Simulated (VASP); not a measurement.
# Zn (Immm) in VASP: further runs

The runs below take Zn through single point, with r2SCAN.

Program: VASP 6.6.1. These are calculated values, not measurements. Logs are shortened: lines on timing, memory, paths and dates and some standing lists are left out, and cuts for length are marked.

## 1. The cell of the first run

It takes space group Immm (No. 71, orthorhombic). The conventional cell has a = 2.674 Å, b = 2.883 Å, c = 3.930 Å, α = 90.00°, β = 90.00°, γ = 90.00°. Within 3.5 Å of Zn (site symmetry mmm) lie 12 Zn at 2.67 to 2.88 Å.

## 2. Single point, r2SCAN (strain -0.0750 x Voigt [0, 0, 0, 0, 1, 0])

The input, POSCAR:

```
Zn
1.0
   -0.0736791000      1.9647760000      1.9647760000
    1.8910969000      0.0000000000      1.8910969000
    1.9647760000      1.9647760000     -0.0736791000
Zn
1
Direct
    0.0000000000      0.0000000000      0.0000000000
```

The input, INCAR.step1:

```
ALGO = Normal
EDIFF = 1E-4
ENCUT = 520
GGA = PE
ISMEAR = 0
LASPH = T
LCHARG = F
LREAL = F
LWAVE = T
NBANDS = 12
NELM = 100
PREC = Accurate
SIGMA = 0.15
```

The input, INCAR.step2:

```
ALGO = Normal
EDIFF = 1E-6
ENCUT = 520
ISIF = 2
ISMEAR = 0
ISTART = 1
LASPH = T
LCHARG = F
LMIXTAU = T
LREAL = F
LWAVE = F
METAGGA = R2SCAN
NBANDS = 12
NELM = 100
PREC = Accurate
SIGMA = 0.15
```

The input, KPOINTS:

```
k-points
0
Gamma
  20 20 20
```

Potentials or basis: VASP PAW PBE potentials, release 64 (Zn).

Started as:

```sh
$ cat potpaw_PBE.64/Zn/POTCAR > POTCAR
$ cp INCAR.step1 INCAR
$ mpirun -np 1 vasp_std > vasp.out
$ cp INCAR.step2 INCAR
$ mpirun -np 1 vasp_std > vasp.out
```

OUTCAR:

```text
EDIFF = 1E-6
   ENCUT = 520
   ISIF = 2
   ISMEAR = 0
   ISTART = 1
   LASPH = T
   LREAL = F
   METAGGA = R2SCAN
   NELM = 100
   PREC = Accurate

 ion  position               nearest neighbor table
   1  0.000  0.000  0.000-

  LATTYP: Found a body centered orthorhombic cell.
 ALAT       =     2.6744148837
 B/A-ratio  =     1.0779220779
 C/A-ratio  =     1.4693127921

  Lattice vectors:

 A1 = (   1.9647760000,  -1.9647760000,  -0.0736791000)
 A2 = (  -1.9647760000,  -1.9647760000,   0.0736791000)
 A3 = (   0.0736791000,   1.9647760000,  -1.9647760000)

Analysis of symmetry for initial positions (statically):
=====================================================================
 Subroutine PRICEL returns:
 Original cell was already a primitive cell.

 Routine SETGRP: Setting up the symmetry group for a
 body centered orthorhombic supercell.

 Subroutine GETGRP returns: Found  8 space group operations
 (whereof  8 operations were pure point group operations)
 out of a pool of  8 trial point group operations.

The static configuration has the point symmetry D_2h.

Analysis of symmetry for dynamics (positions and initial velocities):
=====================================================================
 Subroutine PRICEL returns:
 Original cell was already a primitive cell.

 Routine SETGRP: Setting up the symmetry group for a
 body centered orthorhombic supercell.

 Subroutine GETGRP returns: Found  8 space group operations
 (whereof  8 operations were pure point group operations)
 out of a pool of  8 trial point group operations.

The dynamic configuration has the point symmetry D_2h.

 Subroutine INISYM returns: Found  8 space group operations
 (whereof  8 operations are pure point group operations),
 and found     1 'primitive' translations

----------------------------------------------------------------------------------------

                                     Primitive cell

  volume of cell :      15.1481

  direct lattice vectors                    reciprocal lattice vectors
    -0.073679100  1.964776000  1.964776000    -0.245283794  0.254481936  0.245283794
     1.891096900  0.000000000  1.891096900     0.264396816 -0.254481936  0.264396816
     1.964776000  1.964776000 -0.073679100     0.245283794  0.254481936 -0.245283794

  length of vectors
     2.779589551  2.674414884  2.779589551     0.430220100  0.452296815  0.430220100

  position of ions in fractional coordinates (direct lattice)
     0.000000000  0.000000000  0.000000000

  ion indices of the primitive-cell ions
   primitive index   ion index
                 1           1

----------------------------------------------------------------------------------------

 KPOINTS: k-points

Automatic generation of k-mesh.
 Grid dimensions read from file:
 generate k-points for:   20   20   20

 Generating k-lattice:

  Cartesian coordinates                     Fractional coordinates (reciprocal lattice)
    -0.012264190  0.012724097  0.012264190     0.050000000  0.000000000  0.000000000
     0.013219841 -0.012724097  0.013219841     0.000000000  0.050000000  0.000000000
     0.012264190  0.012724097 -0.012264190     0.000000000  0.000000000  0.050000000

  Length of vectors
     0.021511005  0.022614841  0.021511005

  Shift w.r.t. Gamma in fractional coordinates (k-lattice)
     0.000000000  0.000000000  0.000000000

 Subroutine IBZKPT returns following result:
 ===========================================

 Found   1166 irreducible k-points:

 Following reciprocal coordinates:
            Coordinates               Weight
  0.000000  0.000000  0.000000      1.000000
  0.050000  0.000000 -0.000000      4.000000
  0.100000  0.000000 -0.000000      4.000000
  0.150000  0.000000 -0.000000      4.000000
  0.200000  0.000000 -0.000000      4.000000
  0.250000  0.000000 -0.000000      4.000000
[... 16 lines left out ...]
 -0.450000  0.050000 -0.000000      8.000000
 -0.400000  0.050000 -0.000000      8.000000
 [... further k-points ...]
   k-points           NKPTS =   1166   k-points in BZ     NKDIM =   1166   number of bands    NBANDS=     12
   number of dos      NEDOS =    301   number of ions     NIONS =      1
   total plane-waves  NPLWV =  11520
   dimension x,y,z NGX =    24 NGY =   20 NGZ =   24
   dimension x,y,z NGXF=    48 NGYF=   40 NGZF=   48
   ions per type =               1
   NGX,Y,Z   is equivalent  to a cutoff of  14.35, 12.43, 14.35 a.u.
   NGXF,Y,Z  is equivalent  to a cutoff of  28.71, 24.86, 28.71 a.u.
 SYSTEM =  unknown system
   PREC   = accura    normal or accurate (medium, high low for compatibility)
   ISTART =      1    job   : 0-new  1-cont  2-samecut
   ICHARG =      0    charge: 1-file 2-atom 10-const
   ISPIN  =      1    spin polarized calculation?
   LNONCOLLINEAR =      F non collinear calculations
   LSORBIT =      F    spin-orbit coupling
   LASPH  =      T    aspherical Exc in radial PAW
   ENCUT  =  520.0 eV  38.22 Ry    6.18 a.u.   5.17  4.97  5.17*2*pi/ulx,y,z
   NELM   =    100;   NELMIN=  2; NELMDL=  0     # of ELM steps
   EDIFF  = 0.1E-05   stopping-criterion for ELM
   LREAL  =      F    real-space projection
   EDIFFG = 0.1E-04   stopping-criterion for IOM
   NSW    =      0    number of steps for IOM
   IBRION =     -1    ionic relax: 0-MD 1-quasi-New 2-CG
   NFREE  =      0    steps in history (QN), initial steepest desc. (CG)
   ISIF   =      2    stress and relaxation
   ISYM   =      2    0-nonsym 1-usesym 2-fastsym
   POTIM  = 0.5000    time-step for ionic-motion
   TEBEG  =    0.0;   TEEND  =   0.0 temperature during run
   PSTRESS=    0.0 pullay stress
   NELECT =      12.0000    total number of electrons
   NUPDOWN=      -1.0000    fix difference up-down
   EMIN   =  10.00;   EMAX   =-10.00  energy-range for DOS
   EFERMI =   0.00;   METHOD = LEGACY
   ISMEAR =     0;   SIGMA  =   0.15  broadening in eV -4-tet -1-fermi 0-gaus
   EFERMI_NEDOS =   21; number of points for ismear=-14 and -15
   IALGO  =     38    algorithm
   IMIX   =      4    mixing-type and parameters
     AMIX     =   0.40;   BMIX     =  1.00
     AMIX_MAG =   1.60;   BMIX_MAG =  1.00
  volume/ion in A,a.u.               =      15.15       102.22
  Fermi-wavevector in a.u.,A,eV,Ry     =   1.514779  2.862517 31.219319  2.294555
  Thomas-Fermi vector in A             =   2.624391
   LORBIT       =      0    0 simple, 1 ext, 2 COOP (PROOUT), +10 PAW based schemes
   METAGGA = R2SCAN    functional components
   LHFCALC =     F    Hartree Fock is set to
   AEXX    =    0.0000 exact exchange contribution
   IVDW    =     0    specifies the selected vdW correction
   LEPSILON=     F    determine dielectric tensor
   LRPA    =     F    only Hartree local field effects (RPA)
 non-spin polarized calculation
 Gauss-broadening in eV      SIGMA  =   0.15
  energy-cutoff  :      520.00
  volume of cell :       15.15
 maximum number of plane-waves:       419
 NGX is ok and might be reduce to    24
   NGX = 11   NGY =  9   NGZ = 11

 number of electron      12.0000002 magnetization

 Free energy of the ion-electron system (eV)
  ---------------------------------------------------
  ext. energy  EPLUGINS =         0.00000000
  ---------------------------------------------------
  free energy    TOTEN  =        -8.86114560 eV

  energy without entropy =       -8.85814029  energy(sigma->0) =       -8.85964294

 E-fermi :   2.9693     XC(G=0): -12.6770

 val. band max:        2.9659138160   @ k =   0.1500  -0.4500   0.1000
 cond. band min:       2.9721593526   @ k =  -0.1500   0.4500   0.0500
 fundamental gap:      0.0062455366
 Fermi energy:         2.9693161620

 k-point     1 :       0.0000    0.0000    0.0000
  band No.  band energies     occupation
      1      -7.8802      2.00000
      2      -5.0837      2.00000
      3      -5.0222      2.00000
      4      -4.8792      2.00000
      5      -4.5881      2.00000
      6      -4.5858      2.00000
      7      20.7484      0.00000
      8      21.0373      0.00000
      9      23.4105      0.00000
     10      24.0426      0.00000
     11      24.0788      0.00000
     12      24.5019      0.00000

 k-point     2 :       0.0500    0.0000   -0.0000
  band No.  band energies     occupation
      1      -7.8055      2.00000
      2      -5.0832      2.00000
      3      -5.0218      2.00000
      4      -4.8716      2.00000
      5      -4.5889      2.00000
      6      -4.5871      2.00000
      7      19.2892      0.00000
      8      20.7500      0.00000
      9      23.6952      0.00000
     10      23.7849      0.00000
     11      24.3591      0.00000
     12      25.7163      0.00000

 k-point     3 :       0.1000    0.0000   -0.0000
  band No.  band energies     occupation
      1      -7.5840      2.00000
      2      -5.0837      2.00000
      3      -5.0172      2.00000
      4      -4.8517      2.00000
      5      -4.5893      2.00000
      6      -4.5891      2.00000
      7      16.8614      0.00000
      8      20.4229      0.00000
      9      23.0417      0.00000
     10      23.5825      0.00000
     11      25.2423      0.00000
     12      27.8364      0.00000

 k-point     4 :       0.1500    0.0000   -0.0000
  band No.  band energies     occupation
      1      -7.2265      2.00000
      2      -5.0795      2.00000
      3      -5.0072      2.00000
      4      -4.8287      2.00000
      5      -4.5868      2.00000
      6      -4.5808      2.00000
      7      14.4179      0.00000
      8      20.0572      0.00000
      9      22.3898      0.00000
     10      23.3782      0.00000
     11      26.2172      0.00000
     12      28.4385      0.00000

 k-point     5 :       0.2000    0.0000   -0.0000
  band No.  band energies     occupation
      1      -6.7638      2.00000
      2      -5.0370      2.00000
      3      -4.9998      2.00000
      4      -4.8160      2.00000
      5      -4.5726      2.00000
      6      -4.5535      2.00000
      7      12.0552      0.00000
      8      19.7297      0.00000
      9      21.8169      0.00000
     10      23.1556      0.00000
     11      26.9987      0.00000
     12      27.2360      0.00000
[... 228 lines left out ...]
      1      -5.7694      2.00000
      2      -5.0553      2.00000
      3      -4.8861      2.00000
      4      -4.4133      2.00000
      5      -4.3344      2.00000
      6      -1.5864      2.00000
      7       2.7567      1.95500
      8      18.4151      0.00000
      9      19.7740      0.00000
     10      21.0105      0.00000
     11      23.9147      0.00000
     12      25.4458      0.00000

 k-point    22 :       0.5000    0.0500    0.0000
  band No.  band energies     occupation
      1      -5.7703      2.00000
      2      -5.0625      2.00000
      3      -4.8931      2.00000
      4      -4.3929      2.00000
      5      -4.3162      2.00000
      6      -0.4115      2.00000
      7       1.3227      2.00000
      8      18.6940      0.00000
      9      19.4112      0.00000
     10      21.0562      0.00000
     11      23.4178      0.00000
     12      25.3180      0.00000

 k-point    23 :      -0.4500    0.0500   -0.0000
  band No.  band energies     occupation
      1      -5.7698      2.00000
      2      -5.0604      2.00000
      3      -4.8915      2.00000
      4      -4.3981      2.00000
      5      -4.3199      2.00000
      6      -0.7234      2.00000
      7       1.6805      2.00000
      8      18.8991      0.00000
      9      19.2939      0.00000
     10      21.2863      0.00000
     11      23.1029      0.00000
     12      25.2607      0.00000

 k-point    24 :      -0.4000    0.0500   -0.0000
  band No.  band energies     occupation
      1      -5.7695      2.00000
      2      -5.0493      2.00000
      3      -4.8817      2.00000
      4      -4.4256      2.00000
      5      -4.3482      2.00000
      6      -1.9479      2.00000
      7       3.2573      0.00662
      8      18.8032      0.00000
      9      19.6556      0.00000
     10      21.6508      0.00000
     11      23.0100      0.00000
     12      25.2800      0.00000

 [... further k-points ...]
[... 5 lines left out ...]
  --------------------------------------------------------------------------------------
  -------------------------------------------------------------------------------------
  Total       -0.3110317     -0.4098992     -0.3110317      0.0000000      0.0000000     -0.0532630
  in kB      -32.8970784    -43.3540496    -32.8970784      0.0000000      0.0000000     -5.6334956
  external PRESSURE =     -36.3827355 kB  Pullay stress =       0.0000000 kB

 VOLUME and BASIS-vectors are now :
 -----------------------------------------------------------------------------
  energy-cutoff  :      520.00
  volume of cell :       15.15
      direct lattice vectors                 reciprocal lattice vectors
    -0.073679100  1.964776000  1.964776000    -0.245283794  0.254481936  0.245283794
     1.891096900  0.000000000  1.891096900     0.264396816 -0.254481936  0.264396816
     1.964776000  1.964776000 -0.073679100     0.245283794  0.254481936 -0.245283794

 POSITION                                       TOTAL-FORCE (eV/Angst)
 -----------------------------------------------------------------------------------
      0.00000      0.00000      0.00000        -0.000000      0.000000      0.000000
 -----------------------------------------------------------------------------------
    total drift:                                0.000000      0.000000      0.000000

  FREE ENERGIE OF THE ION-ELECTRON SYSTEM (eV)
  ---------------------------------------------------
  free  energy   TOTEN  =        -8.8611455979 eV

  energy  without entropy=       -8.8581402892  energy(sigma->0) =       -8.85964294
```

It took 7.1 min on 1 thread of Intel Xeon Platinum 8259CL at 2.50GHz (Skylake/Cascade Lake), shared host; peak memory 0.31 GiB.

Results:

```
Free energy            : -8.8611 eV
Pressure               : -3.6 GPa
Band gap on the k mesh : zero (band 6 reaches 4.96 eV, above the bottom of band 7 at 1.08 eV)
```

Stress tensor (GPa, compression positive):
```
-3.29  0.00 -0.56
 0.00 -4.34  0.00
-0.56  0.00 -3.29
```

Caveat: the cell differs from its parent crystal (strain -0.0750 x Voigt [0, 0, 0, 0, 1, 0]); the PAW data sets were made with another functional, which shifts forces and pressure a little.

## 3. Single point, r2SCAN (strain +0.0375 x Voigt [0, 0, 0, 0, 1, 0])

The input, POSCAR:

```
Zn
1.0
    0.0368395500      1.9647760000      1.9647760000
    2.0016155500      0.0000000000      2.0016155500
    1.9647760000      1.9647760000      0.0368395500
Zn
1
Direct
    0.0000000000      0.0000000000      0.0000000000
```

The input, INCAR.step1:

```
  ALGO = Normal
  EDIFF = 1E-4
  ENCUT = 520
  GGA = PE
  ISMEAR = 0
  LASPH = True
  LCHARG = False
  LREAL = False
  LWAVE = True
  NBANDS = 12
  NELM = 100
  PREC = Accurate
  SIGMA = 0.15
```

The input, INCAR.step2:

```
  ALGO = Normal
  EDIFF = 1E-6
  ENCUT = 520
  ISIF = 2
  ISMEAR = 0
  ISTART = 1
  LASPH = True
  LCHARG = False
  LMIXTAU = True
  LREAL = False
  LWAVE = False
  METAGGA = R2SCAN
  NBANDS = 12
  NELM = 100
  PREC = Accurate
  SIGMA = 0.15
```

KPOINTS is that of step 2.

Potentials or basis: VASP PAW PBE potentials, release 64 (Zn).

Started as:

```sh
$ cat potpaw_PBE.64/Zn/POTCAR > POTCAR
$ cp INCAR.step1 INCAR
$ mpirun -np 1 vasp_std > vasp.out
$ cp INCAR.step2 INCAR
$ mpirun -np 1 vasp_std > vasp.out
```

OUTCAR:

```text
EDIFF = 1E-6
   ENCUT = 520
   ISIF = 2
   ISMEAR = 0
   ISTART = 1
   LASPH = True
   LREAL = False
   METAGGA = R2SCAN
   NELM = 100
   PREC = Accurate

 ion  position               nearest neighbor table
   1  0.000  0.000  0.000-

  LATTYP: Found a body centered orthorhombic cell.
 ALAT       =     2.7265138750
 B/A-ratio  =     1.0382165605
 C/A-ratio  =     1.4412367515

  Lattice vectors:

 A1 = (   0.0368395500,  -1.9647760000,   1.9647760000)
 A2 = (  -0.0368395500,  -1.9647760000,  -1.9647760000)
[... 542 lines left out ...]
 [... further k-points ...]

------------------------ aborting loop because EDIFF is reached ----------------------------------------

  FORCE on cell =-STRESS in cart. coord.  units (eV):
  Direction    XX          YY          ZZ          XY          YZ          ZX
  --------------------------------------------------------------------------------------
  -------------------------------------------------------------------------------------
  Total       -0.3559030     -0.4028234     -0.3559030     -0.0000000      0.0000000      0.0024726
  in kB      -37.6032891    -42.5607117    -37.6032891     -0.0000000      0.0000000      0.2612412
  external PRESSURE =     -39.2557633 kB  Pullay stress =       0.0000000 kB

 VOLUME and BASIS-vectors are now :
 -----------------------------------------------------------------------------
  energy-cutoff  :      520.00
  volume of cell :       15.16
      direct lattice vectors                 reciprocal lattice vectors
     0.036839550  1.964776000  1.964776000    -0.259344648  0.254481936  0.259344648
     2.001615550  0.000000000  2.001615550     0.249798219 -0.254481936  0.249798219
     1.964776000  1.964776000  0.036839550     0.259344648  0.254481936 -0.259344648

 POSITION                                       TOTAL-FORCE (eV/Angst)
 -----------------------------------------------------------------------------------
      0.00000      0.00000      0.00000         0.000000     -0.000000      0.000000
 -----------------------------------------------------------------------------------
    total drift:                               -0.000000      0.000000      0.000000

  FREE ENERGIE OF THE ION-ELECTRON SYSTEM (eV)
  ---------------------------------------------------
  free  energy   TOTEN  =        -8.8593592673 eV

  energy  without entropy=       -8.8562266074  energy(sigma->0) =       -8.85779294
```

OUTCAR.step1:

```text
EDIFF = 1E-4
   ENCUT = 520
   GGA = PE
   ISMEAR = 0
   LASPH = True
   LREAL = False
[... 577 lines left out ...]

 POSITION                                       TOTAL-FORCE (eV/Angst)
 -----------------------------------------------------------------------------------
      0.00000      0.00000      0.00000        -0.000000      0.000000      0.000000
 -----------------------------------------------------------------------------------
    total drift:                               -0.000000      0.000000      0.000000

  FREE ENERGIE OF THE ION-ELECTRON SYSTEM (eV)
  ---------------------------------------------------
  free  energy   TOTEN  =        -1.0877202284 eV

  energy  without entropy=       -1.0844859346  energy(sigma->0) =       -1.08610308
```

OSZICAR.step1:

```text
N       E                     dE             d eps       ncg     rms          rms(c)
DAV:   1     0.423016278396E+02    0.42302E+02   -0.65768E+03 28932   0.158E+03
DAV:   2     0.731190381641E-01   -0.42229E+02   -0.39722E+02 28996   0.214E+02
DAV:   3    -0.118405375984E+01   -0.12572E+01   -0.12551E+01 32792   0.368E+01
DAV:   4    -0.118692199479E+01   -0.28682E-02   -0.28681E-02 30900   0.169E+00
DAV:   5    -0.118692405270E+01   -0.20579E-05   -0.20581E-05 25260   0.451E-02    0.280E+00
DAV:   6    -0.109448459395E+01    0.92439E-01   -0.49742E-01 33792   0.142E+01    0.213E+00
DAV:   7    -0.108979636337E+01    0.46882E-02   -0.92612E-03 30356   0.188E+00    0.108E+00
DAV:   8    -0.108771323043E+01    0.20831E-02   -0.11067E-03 33744   0.480E-01    0.362E-02
DAV:   9    -0.108772022838E+01   -0.69979E-05   -0.80186E-05 20584   0.129E-01
   1 F= -.10877202E+01 E0= -.10861031E+01  d E =-.323429E-02
```

Wall time 9.9 min (1 thread of Intel Xeon Platinum 8259CL at 2.50GHz (Skylake/Cascade Lake), shared host); peak memory 0.32 GiB.

Results:

| Quantity | Value |
| --- | --- |
| Free energy | -8.8594 eV |
| Pressure | -3.9 GPa |
| Band gap on the k mesh | zero (band 6 reaches 5.14 eV, above the bottom of band 7 at 1.33 eV) |

Stress tensor (GPa, compression positive):
```
-3.76  0.00  0.03
 0.00 -4.26  0.00
 0.03  0.00 -3.76
```

Caveat: the cell differs from its parent crystal (strain +0.0375 x Voigt [0, 0, 0, 0, 1, 0]); the PAW data sets were made with another functional, which shifts forces and pressure a little.
